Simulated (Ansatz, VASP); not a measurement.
# Two plane-wave programs on CaO

```xyz
2
Lattice="0.0000 2.4036 2.4036 2.4036 0.0000 2.4036 2.4036 2.4036 0.0000" Properties=species:S:1:pos:R:3 pbc="T T T"
Ca    0.0000    0.0000    0.0000
O     2.4036    2.4036    2.4036
```

Alike in both runs: functional PBE-based screened hybrid with a share of 0.25 of exact exchange and HFSCREEN = 0.3; k mesh 5 × 5 × 5; occupations fermi-dirac, width 0.05 eV; no spin polarisation.

```csv
,VASP,Ansatz
version,VASP 6.6.1,Ansatz 0.2.0
potentials or method,"VASP PAW PBE potentials, release 64 (Ca_sv, O)",Ansatz PAW
plane-wave cutoff (eV),520,420
valence electrons in the cell,16,16
task,single point,band structure
```

```tsv
	VASP	Ansatz	Ansatz less VASP
gap on the k mesh at the Fermi level (eV)	5.24	5.25	+0.016
least direct gap on the mesh (eV)	5.65	5.66	+0.015
pressure (GPa)	0.2	-0.6	-0.72
```

VASP's potentials were made for PBE, not for PBE-based screened hybrid.

The k mesh is coarse, so the values compare programs but aren't converged. Noted on Ansatz's run: the k mesh misses the band edges, so the gap on the mesh is wider than the one along the path.
